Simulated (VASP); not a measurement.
# WSe2 (P6_3/mmc) in VASP: further runs

WSe2 is run at these levels: LDA; tasks: single point.

Program: VASP 6.6.1. These are calculated values, not measurements. Logs are shortened: lines on timing, memory, paths and dates and some standing lists are left out, and cuts for length are marked.

**The experiment to reproduce.**

“Time-resolved XUV ARPES with tunable 24–33 eV laser pulses at 30 meV resolution”, 2019, pmc:6684652 reports, for a bulk crystal of WSe2: band gap 1.3 eV (indirect).

How close the calculation comes is told below.

### 1 The cell of the first run

The structure is hexagonal, space group P6_3/mmc (No. 194). The conventional cell has a = 3.250 Å, b = 3.250 Å, c = 12.823 Å, α = 90.00°, β = 90.00°, γ = 120.00°. Within 3.3 Å of W (site symmetry -6m2) lie 6 Se at 2.51 Å and 6 W at 3.25 Å. Within 3.4 Å of Se (site symmetry 3m) lie 3 W at 2.51 Å and 7 Se at 3.25 to 3.33 Å.

### 2 Single point, LDA

File INCAR:

```
SYSTEM = WSe2
PREC     = Accurate       ! precision mode
ENCUT    = 520            ! plane-wave cutoff, eV
EDIFF    = 1E-6           ! SCF threshold, eV
ISMEAR   = 0              ! smearing method
SIGMA    = 0.02           ! smearing width, eV
LREAL    = .FALSE.        ! projectors in reciprocal space
LASPH    = .TRUE.         ! aspherical terms in the spheres
NELM     = 100            ! most SCF steps
ALGO     = Normal         ! electronic algorithm
ISIF     = 2              ! what is computed and relaxed
LWAVE    = .FALSE.        ! write WAVECAR
LCHARG   = .FALSE.        ! write CHGCAR
GGA      = CA             ! functional
NBANDS   = 35             ! bands
```

File KPOINTS:

```
Automatic mesh
0
G
  12 12 2
  0 0 0
```

File POSCAR:

```
WSe2
1.0
    3.2496766420      0.0000000000      0.0000000000
   -1.6248383210      2.8143025261      0.0000000000
    0.0000000000      0.0000000000     12.8234680918
W Se
2 4
Direct
    0.3333333333      0.6666666667      0.2500000000
    0.6666666667      0.3333333333      0.7500000000
    0.3333333333      0.6666666667      0.6200118333
    0.6666666667      0.3333333333      0.1200118333
    0.3333333333      0.6666666667      0.8799881667
    0.6666666667      0.3333333333      0.3799881667
```

Potentials or basis: VASP PAW LDA potentials, release 64 (W_sv, Se).

On the command line:

```console
> cat potpaw_LDA.64/W_sv/POTCAR potpaw_LDA.64/Se/POTCAR > POTCAR
> mpirun -np 1 vasp_std > vasp.out
```

OUTCAR:

```text
SYSTEM = WSe2
   PREC = Accurate
   ENCUT = 520
   EDIFF = 1E-6
   ISMEAR = 0
   LREAL = .FALSE.
   LASPH = .TRUE.
   NELM = 100
   ISIF = 2
   GGA = CA

 ion  position               nearest neighbor table
   1  0.333  0.667  0.250-   4 2.51   6 2.51   4 2.51   6 2.51   4 2.51   6 2.51
   2  0.667  0.333  0.750-   3 2.51   5 2.51   3 2.51   5 2.51   3 2.51   5 2.51
   3  0.333  0.667  0.620-   2 2.51   2 2.51   2 2.51
   4  0.667  0.333  0.120-   1 2.51   1 2.51   1 2.51
   5  0.333  0.667  0.880-   2 2.51   2 2.51   2 2.51
   6  0.667  0.333  0.380-   1 2.51   1 2.51   1 2.51

  LATTYP: Found a hexagonal cell.
 ALAT       =     3.2496766420
 C/A-ratio  =     3.9460751036

  Lattice vectors:

 A1 = (   3.2496766420,   0.0000000000,   0.0000000000)
 A2 = (  -1.6248383210,   2.8143025261,   0.0000000000)
 A3 = (   0.0000000000,   0.0000000000,  12.8234680918)

Analysis of symmetry for initial positions (statically):
=====================================================================
 Subroutine PRICEL returns:
 Original cell was already a primitive cell.

 Routine SETGRP: Setting up the symmetry group for a
 hexagonal supercell.

 Subroutine GETGRP returns: Found 24 space group operations
 (whereof 12 operations were pure point group operations)
 out of a pool of 24 trial point group operations.

The static configuration has the point symmetry D_3d.
 The point group associated with its full space group is D_6h.

Analysis of symmetry for dynamics (positions and initial velocities):
=====================================================================
 Subroutine PRICEL returns:
 Original cell was already a primitive cell.

 Routine SETGRP: Setting up the symmetry group for a
 hexagonal supercell.

 Subroutine GETGRP returns: Found 24 space group operations
 (whereof 12 operations were pure point group operations)
 out of a pool of 24 trial point group operations.

The dynamic configuration has the point symmetry D_3d.
 The point group associated with its full space group is D_6h.

 Subroutine INISYM returns: Found 24 space group operations
 (whereof 12 operations are pure point group operations),
 and found     1 'primitive' translations

----------------------------------------------------------------------------------------

                                     Primitive cell

  volume of cell :     117.2780

[... 98 lines left out ...]
   EDIFFG = 0.1E-04   stopping-criterion for IOM
   NSW    =      0    number of steps for IOM
   IBRION =     -1    ionic relax: 0-MD 1-quasi-New 2-CG
   NFREE  =      0    steps in history (QN), initial steepest desc. (CG)
   ISIF   =      2    stress and relaxation
   ISYM   =      2    0-nonsym 1-usesym 2-fastsym
   POTIM  = 0.5000    time-step for ionic-motion
   TEBEG  =    0.0;   TEEND  =   0.0 temperature during run
   PSTRESS=    0.0 pullay stress
   NELECT =      52.0000    total number of electrons
   NUPDOWN=      -1.0000    fix difference up-down
   EMIN   =  10.00;   EMAX   =-10.00  energy-range for DOS
   EFERMI =   0.00;   METHOD = LEGACY
   ISMEAR =     0;   SIGMA  =   0.02  broadening in eV -4-tet -1-fermi 0-gaus
   EFERMI_NEDOS =   21; number of points for ismear=-14 and -15
   IALGO  =     38    algorithm
   IMIX   =      4    mixing-type and parameters
     AMIX     =   0.40;   BMIX     =  1.00
     AMIX_MAG =   1.60;   BMIX_MAG =  1.00
  volume/ion in A,a.u.               =      19.55       131.91
  Fermi-wavevector in a.u.,A,eV,Ry     =   1.248352  2.359044 21.203091  1.558383
  Thomas-Fermi vector in A             =   2.382443
   LORBIT       =      0    0 simple, 1 ext, 2 COOP (PROOUT), +10 PAW based schemes
   GGA     = CA    functional components
   LHFCALC =     F    Hartree Fock is set to
   AEXX    =    0.0000 exact exchange contribution
   IVDW    =     0    specifies the selected vdW correction
   LEPSILON=     F    determine dielectric tensor
   LRPA    =     F    only Hartree local field effects (RPA)
 non-spin polarized calculation
 Gauss-broadening in eV      SIGMA  =   0.02
  energy-cutoff  :      520.00
  volume of cell :      117.28
 maximum number of plane-waves:      3200
   NGX = 13   NGY = 13   NGZ = 47

 number of electron      51.9999989 magnetization

 Free energy of the ion-electron system (eV)
  ---------------------------------------------------
  ext. energy  EPLUGINS =         0.00000000
  ---------------------------------------------------
  free energy    TOTEN  =       -48.49112538 eV

  energy without entropy =      -48.49112538  energy(sigma->0) =      -48.49112538

 E-fermi :   6.8198     XC(G=0): -11.1938

 val. band max:        6.6664666733   @ k =   0.0000   0.0000   0.0000
 cond. band min:       7.5428798704   @ k =   0.1667   0.1667   0.0000
 fundamental gap:      0.8764131971
 Fermi energy:         6.8197758364

 k-point     1 :       0.0000    0.0000    0.0000
  band No.  band energies     occupation
      1     -67.1688      2.00000
      2     -67.1688      2.00000
      3     -31.7167      2.00000
      4     -31.7167      2.00000
      5     -31.5424      2.00000
      6     -31.5424      2.00000
[... 901 lines left out ...]
     34      10.7195      0.00000
     35      12.2836      0.00000

 [... further k-points ...]

------------------------ aborting loop because EDIFF is reached ----------------------------------------

  FORCE on cell =-STRESS in cart. coord.  units (eV):
  Direction    XX          YY          ZZ          XY          YZ          ZX
  --------------------------------------------------------------------------------------
  -------------------------------------------------------------------------------------
  Total        0.5306511      0.5306511      0.6669371      0.0000000      0.0000000      0.0000000
  in kB        7.2494196      7.2494196      9.1112718      0.0000000      0.0000000      0.0000000
  external PRESSURE =       7.8700370 kB  Pullay stress =       0.0000000 kB

 VOLUME and BASIS-vectors are now :
 -----------------------------------------------------------------------------
  energy-cutoff  :      520.00
  volume of cell :      117.28
      direct lattice vectors                 reciprocal lattice vectors
     3.249676642  0.000000000  0.000000000     0.307722925  0.177663913  0.000000000
    -1.624838321  2.814302526  0.000000000     0.000000000  0.355327827  0.000000000
     0.000000000  0.000000000 12.823468092     0.000000000  0.000000000  0.077982024

 POSITION                                       TOTAL-FORCE (eV/Angst)
 -----------------------------------------------------------------------------------
     -0.00000      1.87620      3.20587         0.000000     -0.000000      0.000000
      1.62484      0.93810      9.61760        -0.000000      0.000000      0.000000
     -0.00000      1.87620      7.95070        -0.000000      0.000000     -0.101765
      1.62484      0.93810      1.53897         0.000000     -0.000000     -0.101765
     -0.00000      1.87620     11.28450        -0.000000      0.000000      0.101765
      1.62484      0.93810      4.87277         0.000000     -0.000000      0.101765
 -----------------------------------------------------------------------------------
    total drift:                                0.000000     -0.000000      0.000000

  FREE ENERGIE OF THE ION-ELECTRON SYSTEM (eV)
  ---------------------------------------------------
  free  energy   TOTEN  =       -48.4911253757 eV

  energy  without entropy=      -48.4911253757  energy(sigma->0) =      -48.49112538
```

It took 4.1 min on 1 thread of AMD EPYC 7R43 (Zen 3), shared host; peak memory 0.23 GiB.

What came out:

```
Free energy            : -48.4911 eV
Pressure               : 0.8 GPa
Largest force          : 0.102 eV/Å
Band gap on the k mesh : 0.88 eV (least direct gap 1.62 eV)
```

Forces in eV/Å, atoms in the order of the input:
```
W    0.000  0.000  0.000
W    0.000  0.000  0.000
Se   0.000  0.000 -0.102
Se   0.000  0.000 -0.102
Se   0.000  0.000  0.102
Se   0.000  0.000  0.102
```

Caveat: spin-orbit coupling is left out, which moves the levels of the heavy elements.

### 3 Single point, LDA

File INCAR:

```
SYSTEM = WSe2
  PREC = Accurate
  ENCUT = 520
  EDIFF = 1E-7
  ISMEAR = 0
  SIGMA = 0.05
  LREAL = .False.
  LASPH = .True.
  NELM = 100
  ALGO = Normal
  ISIF = 2
  LWAVE = .False.
  LCHARG = .True.
  GGA = CA
  LELF = .True.
  LVHAR = .True.
  NBANDS = 35
```

File KPOINTS:

```
regular mesh
0
Gamma
  12 12 2
  0 0 0
```

POSCAR is that of step 2.

Potentials or basis: VASP PAW LDA potentials, release 64 (W_sv, Se).

On the command line:

```console
> cat potpaw_LDA.64/W_sv/POTCAR potpaw_LDA.64/Se/POTCAR > POTCAR
> mpirun -np 1 vasp_std > vasp.out
```

Run time: 3.9 min. Hardware: 1 thread of AMD EPYC 7R43 (Zen 3), shared host; peak memory 0.22 GiB.

Results (log left out):

- Free energy: -48.4911 eV
- Pressure: 0.8 GPa
- Largest force: 0.101 eV/Å
- Band gap on the k mesh: 0.88 eV (least direct gap 1.62 eV)

Forces in eV/Å, atoms in the order of the input:
```
W    0.000  0.000  0.000
W    0.000  0.000  0.000
Se   0.000  0.000 -0.101
Se   0.000  0.000 -0.101
Se   0.000  0.000  0.101
Se   0.000  0.000  0.101
```

Stress tensor (GPa, compression positive):
```
0.73 0.00 0.00
0.00 0.73 0.00
0.00 0.00 0.92
```

Levels at points of the mesh, in eV from the valence-band top:
| k point | band 24 | band 25 | band 26 | band 27 | band 28 | band 29 |
| --- | --- | --- | --- | --- | --- | --- |
| (0.00, 0.00, 0.00) | -1.28 | -1.01 | 0.00 | 2.73 | 2.73 | 2.78 |
| (0.50, 0.00, 0.00) | -1.32 | -1.31 | -1.03 | 2.20 | 2.25 | 2.30 |
| (0.00, 0.00, 0.50) | -1.53 | -0.23 | -0.23 | 2.73 | 2.73 | 2.73 |
| (0.50, 0.00, 0.50) | -1.38 | -1.17 | -1.17 | 2.22 | 2.22 | 2.56 |

Caveat: spin-orbit coupling is left out, which moves the levels of the heavy elements.

### 4 How close it comes

Step 2. A measured gap of WSe2 is 1.3 eV (indirect; “Time-resolved XUV ARPES with tunable 24–33 eV laser pulses at 30 meV resolution”, 2019, pmc:6684652); the calculated 0.88 eV misses it by -0.42 eV. Spin-orbit coupling on Se, W is left out. The value is that of LDA on a finite k mesh, which can miss the band edges, without temperature or zero-point motion. Semilocal functionals fall short of measured gaps as a rule.

Step 3. A measured gap of WSe2 is 1.3 eV (indirect; “Time-resolved XUV ARPES with tunable 24–33 eV laser pulses at 30 meV resolution”, 2019, pmc:6684652); the calculated 0.88 eV misses it by -0.42 eV. Spin-orbit coupling on Se, W is left out. The value is that of LDA on a finite k mesh, which can miss the band edges, without temperature or zero-point motion. Semilocal functionals fall short of measured gaps as a rule.
